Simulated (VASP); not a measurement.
# CdS (P6_3mc) in VASP: a series of runs

CdS is run at these levels: PBE; tasks: single point.

Program: VASP 6.6.1. These are calculated values, not measurements. Logs are shortened: lines on timing, memory, paths and dates and some standing lists are left out, and cuts for length are marked.

## (1) The cell of the first run

It takes space group P6_3mc (No. 186, hexagonal). Conventional cell: a = 3.870 Å, b = 3.870 Å, c = 6.926 Å, α = 90.00°, β = 90.00°, γ = 120.00°. Cd (site symmetry 3m) has 4 S at 2.36 to 2.72 Å within 3.1 Å. Within 3.1 Å of S (site symmetry 3m) lie 4 Cd at 2.36 to 2.72 Å.

## (2) Single point, PBE (Se replaced by S, lengths x 0.966, strained)

The input, INCAR:

```
SYSTEM = CdS
ALGO = Normal
EDIFF = 1E-6
ENCUT = 500
GGA = PE
GGA_COMPAT = .False.
ISIF = 2
ISMEAR = 0
LASPH = .True.
LCHARG = .False.
LREAL = .False.
LWAVE = .False.
NBANDS = 26
NELM = 120
PREC = Accurate
SIGMA = 0.1
```

The input, KPOINTS:

```
k-points
0
Gamma
  6 6 4
  0 0 0
```

The input, POSCAR:

```
CdS
1.0
    3.8700835702      0.0000000000      0.0000000000
   -1.9350417851      3.3515906866      0.0000000000
    0.0000000000      0.0000000000      6.9258638195
Cd S
2 2
Direct
    0.6666666667      0.3333333333     -0.0085528567
    0.3333333333      0.6666666667      0.4914471433
    0.6666666667      0.3333333333      0.3835528567
    0.3333333333      0.6666666667      0.8835528567
```

Potentials or basis: VASP PAW PBE potentials, release 64 (Cd, S).

On the command line:

```console
$ cat potpaw_PBE.64/Cd/POTCAR potpaw_PBE.64/S/POTCAR > POTCAR
$ mpirun -np 1 vasp_std > vasp.out
```

OUTCAR:

```text
SYSTEM = CdS
   EDIFF = 1E-6
   ENCUT = 500
   GGA = PE
   ISIF = 2
   ISMEAR = 0
   LASPH = .True.
   LREAL = .False.
   NELM = 120
   PREC = Accurate

 ion  position               nearest neighbor table
   1  0.667  0.333  0.991-   4 2.36   4 2.36   4 2.36   3 2.72
   2  0.333  0.667  0.491-   3 2.36   3 2.36   3 2.36   4 2.72
   3  0.667  0.333  0.384-   2 2.36   2 2.36   2 2.36   1 2.72
   4  0.333  0.667  0.884-   1 2.36   1 2.36   1 2.36   2 2.72

  LATTYP: Found a hexagonal cell.
 ALAT       =     3.8700835702
 C/A-ratio  =     1.7895902489

  Lattice vectors:

 A1 = (   3.8700835702,   0.0000000000,   0.0000000000)
 A2 = (  -1.9350417851,   3.3515906866,   0.0000000000)
 A3 = (   0.0000000000,   0.0000000000,   6.9258638195)

Analysis of symmetry for initial positions (statically):
=====================================================================
 Subroutine PRICEL returns:
 Original cell was already a primitive cell.

 Routine SETGRP: Setting up the symmetry group for a
 hexagonal supercell.

 Subroutine GETGRP returns: Found 12 space group operations
 (whereof  6 operations were pure point group operations)
 out of a pool of 24 trial point group operations.

The static configuration has the point symmetry C_3v.
 The point group associated with its full space group is C_6v.

Analysis of symmetry for dynamics (positions and initial velocities):
=====================================================================
 Subroutine PRICEL returns:
 Original cell was already a primitive cell.

 Routine SETGRP: Setting up the symmetry group for a
 hexagonal supercell.

 Subroutine GETGRP returns: Found 12 space group operations
 (whereof  6 operations were pure point group operations)
 out of a pool of 24 trial point group operations.

The dynamic configuration has the point symmetry C_3v.
 The point group associated with its full space group is C_6v.

 Subroutine INISYM returns: Found 12 space group operations
 (whereof  6 operations are pure point group operations),
 and found     1 'primitive' translations

----------------------------------------------------------------------------------------

                                     Primitive cell

  volume of cell :      89.8349

  direct lattice vectors                    reciprocal lattice vectors
     3.870083570  0.000000000  0.000000000     0.258392353  0.149182895  0.000000000
    -1.935041785  3.351590687  0.000000000     0.000000000  0.298365789  0.000000000
     0.000000000  0.000000000  6.925863819     0.000000000  0.000000000  0.144386321

  length of vectors
     3.870083570  3.870083570  6.925863819     0.298365789  0.298365789  0.144386321

  position of ions in fractional coordinates (direct lattice)
     0.666666667  0.333333333  0.991447143
     0.333333333  0.666666667  0.491447143
     0.666666667  0.333333333  0.383552857
     0.333333333  0.666666667  0.883552857

  ion indices of the primitive-cell ions
   primitive index   ion index
                 1           1
                 2           2
                 3           3
                 4           4

----------------------------------------------------------------------------------------

 KPOINTS: k-points

Automatic generation of k-mesh.
 Grid dimensions read from file:
 generate k-points for:    6    6    4

 Generating k-lattice:

  Cartesian coordinates                     Fractional coordinates (reciprocal lattice)
     0.043065392  0.024863816  0.000000000     0.166666667 -0.000000000  0.000000000
     0.000000000  0.049727632  0.000000000     0.000000000  0.166666667  0.000000000
     0.000000000  0.000000000  0.036096580     0.000000000  0.000000000  0.250000000

  Length of vectors
     0.049727632  0.049727632  0.036096580

  Shift w.r.t. Gamma in fractional coordinates (k-lattice)
     0.000000000  0.000000000  0.000000000

 Subroutine IBZKPT returns following result:
 ===========================================

 Found     21 irreducible k-points:

 Following reciprocal coordinates:
            Coordinates               Weight
  0.000000  0.000000  0.000000      1.000000
  0.166667  0.000000  0.000000      6.000000
  0.333333  0.000000  0.000000      6.000000
  0.500000  0.000000  0.000000      3.000000
  0.166667  0.166667  0.000000      6.000000
  0.333333  0.166667  0.000000     12.000000
[... 13 lines left out ...]
  0.333333  0.166667  0.500000     12.000000
  0.333333  0.333333  0.500000      2.000000
   k-points           NKPTS =     21   k-points in BZ     NKDIM =     21   number of bands    NBANDS=     26
   number of dos      NEDOS =    301   number of ions     NIONS =      4
   total plane-waves  NPLWV =  42336
   dimension x,y,z NGX =    28 NGY =   28 NGZ =   54
   dimension x,y,z NGXF=    56 NGYF=   56 NGZF=  108
   ions per type =               2   2
   NGX,Y,Z   is equivalent  to a cutoff of  12.03, 12.03, 12.96 a.u.
   NGXF,Y,Z  is equivalent  to a cutoff of  24.06, 24.06, 25.92 a.u.
 SYSTEM =  CdS
   PREC   = accura    normal or accurate (medium, high low for compatibility)
   ISTART =      0    job   : 0-new  1-cont  2-samecut
   ICHARG =      2    charge: 1-file 2-atom 10-const
   ISPIN  =      1    spin polarized calculation?
   LNONCOLLINEAR =      F non collinear calculations
   LSORBIT =      F    spin-orbit coupling
   LASPH  =      T    aspherical Exc in radial PAW
   ENCUT  =  500.0 eV  36.75 Ry    6.06 a.u.   7.06  7.06 12.63*2*pi/ulx,y,z
   NELM   =    120;   NELMIN=  2; NELMDL= -5     # of ELM steps
   EDIFF  = 0.1E-05   stopping-criterion for ELM
   LREAL  =      F    real-space projection
   EDIFFG = 0.1E-04   stopping-criterion for IOM
   NSW    =      0    number of steps for IOM
   IBRION =     -1    ionic relax: 0-MD 1-quasi-New 2-CG
   NFREE  =      0    steps in history (QN), initial steepest desc. (CG)
   ISIF   =      2    stress and relaxation
   ISYM   =      2    0-nonsym 1-usesym 2-fastsym
   POTIM  = 0.5000    time-step for ionic-motion
   TEBEG  =    0.0;   TEEND  =   0.0 temperature during run
   PSTRESS=    0.0 pullay stress
   NELECT =      36.0000    total number of electrons
   NUPDOWN=      -1.0000    fix difference up-down
   EMIN   =  10.00;   EMAX   =-10.00  energy-range for DOS
   EFERMI =   0.00;   METHOD = LEGACY
   ISMEAR =     0;   SIGMA  =   0.10  broadening in eV -4-tet -1-fermi 0-gaus
   EFERMI_NEDOS =   21; number of points for ismear=-14 and -15
   IALGO  =     38    algorithm
   IMIX   =      4    mixing-type and parameters
     AMIX     =   0.40;   BMIX     =  1.00
     AMIX_MAG =   1.60;   BMIX_MAG =  1.00
  volume/ion in A,a.u.               =      22.46       151.56
  Fermi-wavevector in a.u.,A,eV,Ry     =   1.206963  2.280829 19.820414  1.456759
  Thomas-Fermi vector in A             =   2.342615
   LORBIT       =      0    0 simple, 1 ext, 2 COOP (PROOUT), +10 PAW based schemes
   GGA     = PE    functional components
   LHFCALC =     F    Hartree Fock is set to
   AEXX    =    0.0000 exact exchange contribution
   IVDW    =     0    specifies the selected vdW correction
   LEPSILON=     F    determine dielectric tensor
   LRPA    =     F    only Hartree local field effects (RPA)
 non-spin polarized calculation
 Gauss-broadening in eV      SIGMA  =   0.10
  energy-cutoff  :      500.00
  volume of cell :       89.83
 maximum number of plane-waves:      2299
   NGX = 15   NGY = 15   NGZ = 25

 number of electron      36.0000002 magnetization

 Free energy of the ion-electron system (eV)
  ---------------------------------------------------
  ext. energy  EPLUGINS =         0.00000000
  ---------------------------------------------------
  free energy    TOTEN  =       -11.31546110 eV

  energy without entropy =      -11.31546110  energy(sigma->0) =      -11.31546110

 E-fermi :   2.8228     XC(G=0):  -9.6024

 val. band max:        2.3940585815   @ k =   0.0000   0.0000   0.0000
 cond. band min:       3.6996088300   @ k =   0.0000   0.0000   0.0000
 fundamental gap:      1.3055502485
 Fermi energy:         2.8227686943

 k-point     1 :       0.0000    0.0000    0.0000
  band No.  band energies     occupation
      1     -10.9229      2.00000
      2     -10.5315      2.00000
      3      -6.1118      2.00000
      4      -6.1118      2.00000
      5      -6.0593      2.00000
      6      -6.0593      2.00000
[... 18 lines left out ...]
     25       9.9754      0.00000
     26       9.9754      0.00000

 k-point     2 :       0.1667    0.0000    0.0000
  band No.  band energies     occupation
      1     -10.7906      2.00000
      2     -10.4494      2.00000
      3      -6.0407      2.00000
      4      -6.0340      2.00000
      5      -5.9798      2.00000
      6      -5.9703      2.00000
[... 18 lines left out ...]
     25       9.7498      0.00000
     26      10.7087      0.00000

 k-point     3 :       0.3333    0.0000    0.0000
  band No.  band energies     occupation
      1     -10.5136      2.00000
      2     -10.2998      2.00000
      3      -5.8939      2.00000
      4      -5.8708      2.00000
      5      -5.7888      2.00000
      6      -5.7105      2.00000
[... 18 lines left out ...]
     25      10.5572      0.00000
     26      11.5860      0.00000

 k-point     4 :       0.5000    0.0000    0.0000
  band No.  band energies     occupation
      1     -10.3619      2.00000
      2     -10.2421      2.00000
      3      -5.8396      2.00000
      4      -5.8395      2.00000
      5      -5.7014      2.00000
      6      -5.6150      2.00000
[... 18 lines left out ...]
     25      10.2636      0.00000
     26      12.8974      0.00000
[... 409 lines left out ...]
      1     -10.4561      2.00000
      2     -10.4561      2.00000
      3      -5.9055      2.00000
      4      -5.9055      2.00000
      5      -5.8217      2.00000
      6      -5.8217      2.00000
[... 18 lines left out ...]
     25      10.6135      0.00000
     26      10.6135      0.00000

 k-point    20 :       0.3333    0.1667    0.5000
  band No.  band energies     occupation
      1     -10.2979      2.00000
      2     -10.2979      2.00000
      3      -5.7964      2.00000
      4      -5.7964      2.00000
      5      -5.6995      2.00000
      6      -5.6995      2.00000
[... 18 lines left out ...]
     25      11.1217      0.00000
     26      11.1217      0.00000

 k-point    21 :       0.3333    0.3333    0.5000
  band No.  band energies     occupation
      1     -10.2479      2.00000
      2     -10.2479      2.00000
      3      -5.7756      2.00000
      4      -5.7756      2.00000
      5      -5.6101      2.00000
      6      -5.6101      2.00000
[... 18 lines left out ...]
     25      11.8123      0.00000
     26      11.8123      0.00000

------------------------ aborting loop because EDIFF is reached ----------------------------------------

  FORCE on cell =-STRESS in cart. coord.  units (eV):
  Direction    XX          YY          ZZ          XY          YZ          ZX
  --------------------------------------------------------------------------------------
  -------------------------------------------------------------------------------------
  Total       11.6865022     11.6865022      1.4272551      0.0000000      0.0000000      0.0000000
  in kB      208.4250239    208.4250239     25.4546381      0.0000000      0.0000000      0.0000000
  external PRESSURE =     147.4348953 kB  Pullay stress =       0.0000000 kB

 VOLUME and BASIS-vectors are now :
 -----------------------------------------------------------------------------
  energy-cutoff  :      500.00
  volume of cell :       89.83
      direct lattice vectors                 reciprocal lattice vectors
     3.870083570  0.000000000  0.000000000     0.258392353  0.149182895  0.000000000
    -1.935041785  3.351590687  0.000000000     0.000000000  0.298365789  0.000000000
     0.000000000  0.000000000  6.925863819     0.000000000  0.000000000  0.144386321

 POSITION                                       TOTAL-FORCE (eV/Angst)
 -----------------------------------------------------------------------------------
      1.93504      1.11720      6.86663         0.000000      0.000000      1.371463
     -0.00000      2.23439      3.40370         0.000000     -0.000000      1.371463
      1.93504      1.11720      2.65643         0.000000     -0.000000     -1.371463
     -0.00000      2.23439      6.11937        -0.000000      0.000000     -1.371463
 -----------------------------------------------------------------------------------
    total drift:                               -0.000000     -0.000000      0.000691

  FREE ENERGIE OF THE ION-ELECTRON SYSTEM (eV)
  ---------------------------------------------------
  free  energy   TOTEN  =       -11.3154611023 eV

  energy  without entropy=      -11.3154611023  energy(sigma->0) =      -11.31546110
```

Run time: 2.2 min. Hardware: 1 thread of Intel Xeon 8259CL, shared host; peak memory 0.2 GiB.

What came out:

```
Free energy            : -11.3155 eV
Pressure               : 14.7 GPa
Largest force          : 1.371 eV/Å
Band gap on the k mesh : 1.31 eV
```

Forces in eV/Å, atoms in the order of the input:
```
Cd   0.000  0.000  1.371
Cd   0.000  0.000  1.371
S    0.000  0.000 -1.371
S    0.000  0.000 -1.371
```

Caveat: the cell differs from its parent crystal (Se replaced by S, lengths x 0.966, strained); the cell stands under pressure; forces of over 1 eV/Å act on the atoms, so gaps and moduli don't describe the material at rest.

## (3) Single point, PBE (Se replaced by S, lengths x 0.966, strained)

The input, INCAR:

```
SYSTEM = CdS
  PREC = Accurate
  ENCUT = 500
  EDIFF = 1E-6
  ISMEAR = 0
  SIGMA = 0.02
  LREAL = .FALSE.
  LASPH = .TRUE.
  NELM = 120
  ALGO = Normal
  ISIF = 2
  LWAVE = .FALSE.
  LCHARG = .TRUE.
  GGA = PE
  LELF = .TRUE.
  LVHAR = .TRUE.
  NBANDS = 26
  GGA_COMPAT = .FALSE.
```

The input, KPOINTS:

```
regular mesh
0
G
  9 9 4
  0 0 0
```

POSCAR is that of step 2.

Potentials or basis: VASP PAW PBE potentials, release 64 (Cd, S).

On the command line:

```console
$ cat potpaw_PBE.64/Cd/POTCAR potpaw_PBE.64/S/POTCAR > POTCAR
$ mpirun -np 1 vasp_std > vasp.out
```

It took 3.3 min on 1 thread of Intel Xeon 8259CL, shared host; peak memory 0.23 GiB.

Results (log left out):

```yaml
Free_energy: -11.3193 eV
Pressure: 14.7 GPa
Largest_force: 1.370 eV/Å
Band_gap_on_the_k_mesh: 1.31 eV
```

Forces in eV/Å, atoms in the order of the input:
```
Cd   0.000  0.000  1.370
Cd   0.000  0.000  1.370
S    0.000  0.000 -1.370
S    0.000  0.000 -1.370
```

Stress tensor (GPa, compression positive):
```
20.82  0.00  0.00
 0.00 20.82  0.00
 0.00  0.00  2.55
```

Levels at points of the mesh, in eV from the valence-band top:
```tsv
k point	band 16	band 17	band 18	band 19	band 20	band 21
(0.00, 0.00, 0.00)	-0.55	0.00	0.00	1.31	3.16	5.84
(0.00, 0.00, 0.50)	-0.30	-0.30	-0.30	3.05	3.05	5.71
```

Caveat: the cell differs from its parent crystal (Se replaced by S, lengths x 0.966, strained); the cell stands under pressure; forces of over 1 eV/Å act on the atoms, so gaps and moduli don't describe the material at rest.
